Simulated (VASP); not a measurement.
# MoS2 (R3m) in VASP: a series of runs, part 2 of 2

VASP 6.6.1. Earlier steps stand in the parts before.

## Step 3: Single point, LDA (volume scaled by 1.02)

INCAR reads:

```
ALGO = Normal ; EDIFF = 1E-6
ENCUT = 520 ; ISIF = 2
ISMEAR = -1 ; LASPH = True
LCHARG = False ; LREAL = False
LWAVE = False ; NBANDS = 20
NELM = 100 ; PREC = Accurate
SIGMA = 0.05
```

KPOINTS reads:

```
k-points
0
Gamma
  10 10 10
```

POSCAR reads:

```
MoS2
1.0
    1.5904638811      0.9182547499      6.1907296638
   -1.5904638811      0.9182547499      6.1907296638
    0.0000000000     -1.8365094997      6.1907296638
Mo S
1 2
Direct
    0.0000000000      0.0000000000      0.0000000000
    0.4170000000      0.4170000000      0.4170000000
    0.2500000000      0.2500000000      0.2500000000
```

Potentials or basis: VASP PAW LDA potentials, release 64 (Mo_sv, S).

The run is started by

```
$ cat potpaw_LDA.64/Mo_sv/POTCAR potpaw_LDA.64/S/POTCAR > POTCAR
$ mpirun -np 1 vasp_std > vasp.out
```

OUTCAR:

```text
EDIFF = 1E-6
   ENCUT = 520
   ISIF = 2
   ISMEAR = -1
   LASPH = True
   LREAL = False
   NELM = 100
   PREC = Accurate

 ion  position               nearest neighbor table
   1  0.000  0.000  0.000-   3 2.40   3 2.40   3 2.40   2 2.41   2 2.41   2 2.41
   2  0.417  0.417  0.417-   1 2.41   1 2.41   1 2.41
   3  0.250  0.250  0.250-   1 2.40   1 2.40   1 2.40

  LATTYP: Found a trigonal (rhomboedric) cell.
 ALAT       =     6.4573911848
 COS(alpha) =     0.8786713335

  Lattice vectors:

 A1 = (   1.5904638811,   0.9182547499,   6.1907296638)
 A2 = (  -1.5904638811,   0.9182547499,   6.1907296638)
 A3 = (   0.0000000000,  -1.8365094997,   6.1907296638)

Analysis of symmetry for initial positions (statically):
=====================================================================
 Subroutine PRICEL returns:
 Original cell was already a primitive cell.

 Routine SETGRP: Setting up the symmetry group for a
 trigonal (rhombohedral) supercell.

 Subroutine GETGRP returns: Found  6 space group operations
 (whereof  6 operations were pure point group operations)
 out of a pool of 12 trial point group operations.

The static configuration has the point symmetry C_3v.

Analysis of symmetry for dynamics (positions and initial velocities):
=====================================================================
 Subroutine PRICEL returns:
 Original cell was already a primitive cell.

 Routine SETGRP: Setting up the symmetry group for a
 trigonal (rhombohedral) supercell.

 Subroutine GETGRP returns: Found  6 space group operations
 (whereof  6 operations were pure point group operations)
 out of a pool of 12 trial point group operations.

The dynamic configuration has the point symmetry C_3v.

 Subroutine INISYM returns: Found  6 space group operations
 (whereof  6 operations are pure point group operations),
[... 106 lines left out ...]
   POTIM  = 0.5000    time-step for ionic-motion
   TEBEG  =    0.0;   TEEND  =   0.0 temperature during run
   PSTRESS=    0.0 pullay stress
   NELECT =      26.0000    total number of electrons
   NUPDOWN=      -1.0000    fix difference up-down
   EMIN   =  10.00;   EMAX   =-10.00  energy-range for DOS
   EFERMI =   0.00;   METHOD = LEGACY
   ISMEAR =    -1;   SIGMA  =   0.05  broadening in eV -4-tet -1-fermi 0-gaus
   EFERMI_NEDOS =   21; number of points for ismear=-14 and -15
   IALGO  =     38    algorithm
   IMIX   =      4    mixing-type and parameters
     AMIX     =   0.40;   BMIX     =  1.00
     AMIX_MAG =   1.60;   BMIX_MAG =  1.00
  volume/ion in A,a.u.               =      18.08       122.03
  Fermi-wavevector in a.u.,A,eV,Ry     =   1.281168  2.421056 22.332470  1.641390
  Thomas-Fermi vector in A             =   2.413553
   LORBIT       =      0    0 simple, 1 ext, 2 COOP (PROOUT), +10 PAW based schemes
   GGA     = CA    functional components
   LHFCALC =     F    Hartree Fock is set to
   AEXX    =    0.0000 exact exchange contribution
   IVDW    =     0    specifies the selected vdW correction
   LEPSILON=     F    determine dielectric tensor
   LRPA    =     F    only Hartree local field effects (RPA)
 non-spin polarized calculation
  energy-cutoff  :      520.00
  volume of cell :       54.25
 maximum number of plane-waves:      1476
   NGX = 23   NGY = 23   NGZ = 23

 number of electron      25.9999998 magnetization

 Free energy of the ion-electron system (eV)
  ---------------------------------------------------
  ext. energy  EPLUGINS =         0.00000000
  ---------------------------------------------------
  free energy    TOTEN  =       -24.43685023 eV

  energy without entropy =      -24.43684869  energy(sigma->0) =      -24.43684946

 E-fermi :   7.6462     XC(G=0): -11.0357

 val. band max:        7.2492350632   @ k =   0.5000   0.5000   0.5000
 cond. band min:       8.1520298121   @ k =  -0.2000   0.2000   0.0000
 fundamental gap:      0.9027947489
 Fermi energy:         7.6462343343

 k-point     1 :       0.0000    0.0000    0.0000
  band No.  band energies     occupation
      1     -53.9734      2.00000
      2     -28.3220      2.00000
      3     -28.1000      2.00000
      4     -28.1000      2.00000
      5      -7.6698      2.00000
      6      -5.9862      2.00000
[... 541 lines left out ...]
     19      14.7781      0.00000
     20      15.6827      0.00000

 [... further k-points ...]
[... 5 lines left out ...]
  --------------------------------------------------------------------------------------
  -------------------------------------------------------------------------------------
  Total       -1.9957053     -1.9957053     -1.2823365      0.0000000     -0.0000000     -0.0000000
  in kB      -58.9422776    -58.9422775    -37.8732438      0.0000000     -0.0000000     -0.0000000
  external PRESSURE =     -51.9192663 kB  Pullay stress =       0.0000000 kB

 VOLUME and BASIS-vectors are now :
 -----------------------------------------------------------------------------
  energy-cutoff  :      520.00
  volume of cell :       54.25
      direct lattice vectors                 reciprocal lattice vectors
     1.590463881  0.918254750  6.190729664     0.314373691  0.181503735  0.053843949
    -1.590463881  0.918254750  6.190729664    -0.314373691  0.181503735  0.053843949
     0.000000000 -1.836509500  6.190729664     0.000000000 -0.363007470  0.053843949

 POSITION                                       TOTAL-FORCE (eV/Angst)
 -----------------------------------------------------------------------------------
      0.00000      0.00000      0.00000         0.000000      0.000000      0.079820
      0.00000      0.00000      7.74460         0.000000     -0.000000     -0.306618
      0.00000      0.00000      4.64305         0.000000      0.000000      0.226798
 -----------------------------------------------------------------------------------
    total drift:                                0.000000     -0.000000      0.000014

  FREE ENERGIE OF THE ION-ELECTRON SYSTEM (eV)
  ---------------------------------------------------
  free  energy   TOTEN  =       -24.4368502309 eV

  energy  without entropy=      -24.4368486881  energy(sigma->0) =      -24.43684946
```

OSZICAR:

```text
N       E                     dE             d eps       ncg     rms          rms(c)
DAV:   1     0.188754068490E+03    0.18875E+03   -0.13304E+04  4640   0.123E+03
DAV:   2    -0.175396856475E+02   -0.20629E+03   -0.20077E+03  5392   0.324E+02
DAV:   3    -0.258448681579E+02   -0.83052E+01   -0.82085E+01  5636   0.609E+01
DAV:   4    -0.259487940301E+02   -0.10393E+00   -0.10386E+00  5524   0.715E+00
DAV:   5    -0.259504774536E+02   -0.16834E-02   -0.16833E-02  5840   0.898E-01    0.245E+01
DAV:   6    -0.248372147069E+02    0.11133E+01   -0.10430E+01  5224   0.208E+01    0.838E+00
DAV:   7    -0.245456263131E+02    0.29159E+00   -0.37176E+00  5064   0.122E+01    0.605E+00
DAV:   8    -0.244388549108E+02    0.10677E+00   -0.49833E-01  5460   0.462E+00    0.137E+00
DAV:   9    -0.244376856074E+02    0.11693E-02   -0.15639E-02  5384   0.802E-01    0.399E-01
DAV:  10    -0.244368761973E+02    0.80941E-03   -0.50032E-03  5268   0.498E-01    0.700E-02
DAV:  11    -0.244368555785E+02    0.20619E-04   -0.34222E-04  5340   0.132E-01    0.555E-02
DAV:  12    -0.244368490096E+02    0.65689E-05   -0.23030E-05  5408   0.301E-02    0.138E-02
DAV:  13    -0.244368504784E+02   -0.14688E-05   -0.11364E-05  5356   0.200E-02    0.817E-03
DAV:  14    -0.244368502309E+02    0.24750E-06   -0.14712E-06  2972   0.854E-03
   1 F= -.24436850E+02 E0= -.24436849E+02  d E =-.154282E-05
```

stdout:

```text
POSCAR found type information on POSCAR MoS
 POSCAR found :  2 types and       3 ions
 scaLAPACK will be used
 LDA part: xc-table for (Slater(with rela. corr.)+CA(PZ))
 , standard interpolation
 POSCAR, INCAR and KPOINTS ok, starting setup
 FFT: planning ... GRIDC
 FFT: planning ... GRID_SOFT
 FFT: planning ... GRID
 WAVECAR not read
 entering main loop
```

Run time: 2.5 min. Hardware: 1 thread of Intel Xeon 6975P-C (Granite Rapids), shared host; peak memory 0.33 GiB.

Results:

- Free energy: -24.4369 eV
- Pressure: -5.2 GPa
- Largest force: 0.307 eV/Å
- Band gap on the k mesh: 0.90 eV, indirect (least direct gap 1.91 eV)

Forces in eV/Å, atoms in the order of the input:
```
Mo   0.000  0.000  0.080
S    0.000  0.000 -0.307
S    0.000  0.000  0.227
```

Stress tensor (GPa, compression positive):
```
-5.89  0.00  0.00
 0.00 -5.89  0.00
 0.00  0.00 -3.79
```

 A k mesh can miss the band edges.

## Step 4: Single point, LDA (volume scaled by 1.04)

INCAR reads:

```
SYSTEM = MoS2
ALGO     = Normal         ! electronic algorithm
EDIFF    = 1E-7           ! SCF threshold, eV
ENCUT    = 520            ! plane-wave cutoff, eV
ISIF     = 2              ! what is computed and relaxed
ISMEAR   = -1             ! smearing method
LASPH    = .TRUE.         ! aspherical terms in the spheres
LCHARG   = .TRUE.         ! write CHGCAR
LELF     = .TRUE.         ! ELF
LREAL    = .FALSE.        ! projectors in reciprocal space
LVHAR    = .TRUE.       
LWAVE    = .FALSE.        ! write WAVECAR
NBANDS   = 20             ! bands
NELM     = 100            ! most SCF steps
PREC     = Accurate       ! precision mode
SIGMA    = 0.05           ! smearing width, eV
```

KPOINTS reads:

```
k-points
0
G
  10 10 10
  0 0 0
```

POSCAR reads:

```
MoS2
1.0
    1.6007918580      0.9242176101      6.2309303335
   -1.6007918580      0.9242176101      6.2309303335
    0.0000000000     -1.8484352203      6.2309303335
Mo S
1 2
Direct
    0.0000000000      0.0000000000      0.0000000000
    0.4170000000      0.4170000000      0.4170000000
    0.2500000000      0.2500000000      0.2500000000
```

Potentials or basis: VASP PAW LDA potentials, release 64 (Mo_sv, S).

The run is started by

```
$ cat potpaw_LDA.64/Mo_sv/POTCAR potpaw_LDA.64/S/POTCAR > POTCAR
$ mpirun -np 1 vasp_std > vasp.out
```

OUTCAR:

```text
SYSTEM = MoS2
   EDIFF = 1E-7
   ENCUT = 520
   ISIF = 2
   ISMEAR = -1
   LASPH = .TRUE.
   LREAL = .FALSE.
   NELM = 100
   PREC = Accurate

 ion  position               nearest neighbor table
   1  0.000  0.000  0.000-   3 2.42   3 2.42   3 2.42   2 2.42   2 2.42   2 2.42
   2  0.417  0.417  0.417-   1 2.42   1 2.42   1 2.42
   3  0.250  0.250  0.250-   1 2.42   1 2.42   1 2.42

  LATTYP: Found a trigonal (rhomboedric) cell.
 ALAT       =     6.4993234713
 COS(alpha) =     0.8786713335

  Lattice vectors:

 A1 = (   1.6007918580,   0.9242176101,   6.2309303335)
 A2 = (  -1.6007918580,   0.9242176101,   6.2309303335)
 A3 = (   0.0000000000,  -1.8484352203,   6.2309303335)

Analysis of symmetry for initial positions (statically):
=====================================================================
 Subroutine PRICEL returns:
 Original cell was already a primitive cell.

 Routine SETGRP: Setting up the symmetry group for a
 trigonal (rhombohedral) supercell.

 Subroutine GETGRP returns: Found  6 space group operations
 (whereof  6 operations were pure point group operations)
 out of a pool of 12 trial point group operations.

The static configuration has the point symmetry C_3v.

Analysis of symmetry for dynamics (positions and initial velocities):
=====================================================================
 Subroutine PRICEL returns:
 Original cell was already a primitive cell.

 Routine SETGRP: Setting up the symmetry group for a
 trigonal (rhombohedral) supercell.

 Subroutine GETGRP returns: Found  6 space group operations
 (whereof  6 operations were pure point group operations)
 out of a pool of 12 trial point group operations.

The dynamic configuration has the point symmetry C_3v.

 Subroutine INISYM returns: Found  6 space group operations
 (whereof  6 operations are pure point group operations),
 and found     1 'primitive' translations
[... 105 lines left out ...]
   POTIM  = 0.5000    time-step for ionic-motion
   TEBEG  =    0.0;   TEEND  =   0.0 temperature during run
   PSTRESS=    0.0 pullay stress
   NELECT =      26.0000    total number of electrons
   NUPDOWN=      -1.0000    fix difference up-down
   EMIN   =  10.00;   EMAX   =-10.00  energy-range for DOS
   EFERMI =   0.00;   METHOD = LEGACY
   ISMEAR =    -1;   SIGMA  =   0.05  broadening in eV -4-tet -1-fermi 0-gaus
   EFERMI_NEDOS =   21; number of points for ismear=-14 and -15
   IALGO  =     38    algorithm
   IMIX   =      4    mixing-type and parameters
     AMIX     =   0.40;   BMIX     =  1.00
     AMIX_MAG =   1.60;   BMIX_MAG =  1.00
  volume/ion in A,a.u.               =      18.44       124.42
  Fermi-wavevector in a.u.,A,eV,Ry     =   1.272902  2.405435 22.045230  1.620279
  Thomas-Fermi vector in A             =   2.405755
   LORBIT       =      0    0 simple, 1 ext, 2 COOP (PROOUT), +10 PAW based schemes
   GGA     = CA    functional components
   LHFCALC =     F    Hartree Fock is set to
   AEXX    =    0.0000 exact exchange contribution
   IVDW    =     0    specifies the selected vdW correction
   LEPSILON=     F    determine dielectric tensor
   LRPA    =     F    only Hartree local field effects (RPA)
 non-spin polarized calculation
  energy-cutoff  :      520.00
  volume of cell :       55.31
 maximum number of plane-waves:      1510
   NGX = 25   NGY = 25   NGZ = 25

 number of electron      25.9999999 magnetization

 Free energy of the ion-electron system (eV)
  ---------------------------------------------------
  ext. energy  EPLUGINS =         0.00000000
  ---------------------------------------------------
  free energy    TOTEN  =       -24.39420380 eV

  energy without entropy =      -24.39420229  energy(sigma->0) =      -24.39420305

 E-fermi :   7.3818     XC(G=0): -10.9443

 val. band max:        6.9817455565   @ k =   0.5000   0.5000   0.5000
 cond. band min:       7.8981844598   @ k =  -0.2000   0.2000   0.0000
 fundamental gap:      0.9164389033
 Fermi energy:         7.3817968595

 k-point     1 :       0.0000    0.0000    0.0000
  band No.  band energies     occupation
      1     -54.2348      2.00000
      2     -28.5648      2.00000
      3     -28.3632      2.00000
      4     -28.3632      2.00000
      5      -7.7920      2.00000
      6      -6.1715      2.00000
[... 541 lines left out ...]
     19      14.4612      0.00000
     20      15.3634      0.00000

 [... further k-points ...]
[... 5 lines left out ...]
  --------------------------------------------------------------------------------------
  -------------------------------------------------------------------------------------
  Total       -2.8861115     -2.8861115     -2.2687119     -0.0000000      0.0000000      0.0000000
  in kB      -83.6008010    -83.6008010    -65.7168404     -0.0000000      0.0000000      0.0000000
  external PRESSURE =     -77.6394808 kB  Pullay stress =       0.0000000 kB

 VOLUME and BASIS-vectors are now :
 -----------------------------------------------------------------------------
  energy-cutoff  :      520.00
  volume of cell :       55.31
      direct lattice vectors                 reciprocal lattice vectors
     1.600791858  0.924217610  6.230930333     0.312345417  0.180332710  0.053496559
    -1.600791858  0.924217610  6.230930333    -0.312345417  0.180332710  0.053496559
     0.000000000 -1.848435220  6.230930333     0.000000000 -0.360665421  0.053496559

 POSITION                                       TOTAL-FORCE (eV/Angst)
 -----------------------------------------------------------------------------------
      0.00000      0.00000      0.00000         0.000000     -0.000000      0.076356
      0.00000     -0.00000      7.79489         0.000000      0.000000     -0.603911
      0.00000     -0.00000      4.67320         0.000000     -0.000000      0.527555
 -----------------------------------------------------------------------------------
    total drift:                                0.000000      0.000000     -0.000034

  FREE ENERGIE OF THE ION-ELECTRON SYSTEM (eV)
  ---------------------------------------------------
  free  energy   TOTEN  =       -24.3942038035 eV

  energy  without entropy=      -24.3942022898  energy(sigma->0) =      -24.39420305
```

stdout:

```text
POSCAR found type information on POSCAR MoS
 POSCAR found :  2 types and       3 ions
 scaLAPACK will be used
 LDA part: xc-table for (Slater(with rela. corr.)+CA(PZ))
 , standard interpolation
 POSCAR, INCAR and KPOINTS ok, starting setup
 FFT: planning ... GRIDC
 FFT: planning ... GRID_SOFT
 FFT: planning ... GRID
 WAVECAR not read
 entering main loop
```

Run time: 2.4 min. Hardware: 1 thread of Intel Xeon 6975P-C (Granite Rapids), shared host; peak memory 0.33 GiB.

What came out:

```
Free energy            : -24.3942 eV
Pressure               : -7.8 GPa
Largest force          : 0.604 eV/Å
Band gap on the k mesh : 0.92 eV, indirect (least direct gap 1.86 eV)
```

Forces in eV/Å, atoms in the order of the input:
```
Mo   0.000  0.000  0.076
S    0.000  0.000 -0.604
S    0.000  0.000  0.528
```

Stress tensor (GPa, compression positive):
```
-8.36  0.00  0.00
 0.00 -8.36  0.00
 0.00  0.00 -6.57
```

## Step 5: Summary

| cell | gap on the mesh (eV) | pressure (GPa) | largest force (eV/Å) |
| --- | --- | --- | --- |
| a = 6.415 Å, angles 28.5°, 3 atoms | 0.89 | -2.3 | 0.10 |
| a = 6.457 Å, angles 28.5°, 3 atoms | 0.90 | -5.2 | 0.31 |
| a = 6.499 Å, angles 28.5°, 3 atoms | 0.92 | -7.8 | 0.60 |

Alike in all rows: task single point; level LDA; potentials or basis VASP PAW LDA potentials, release 64 (Mo_sv, S); no spin polarisation; k mesh 10 × 10 × 10; cutoff (eV) 520; smearing fermi-dirac 0.05 eV.

Absolute energies hang on the potentials; compare differences alone.
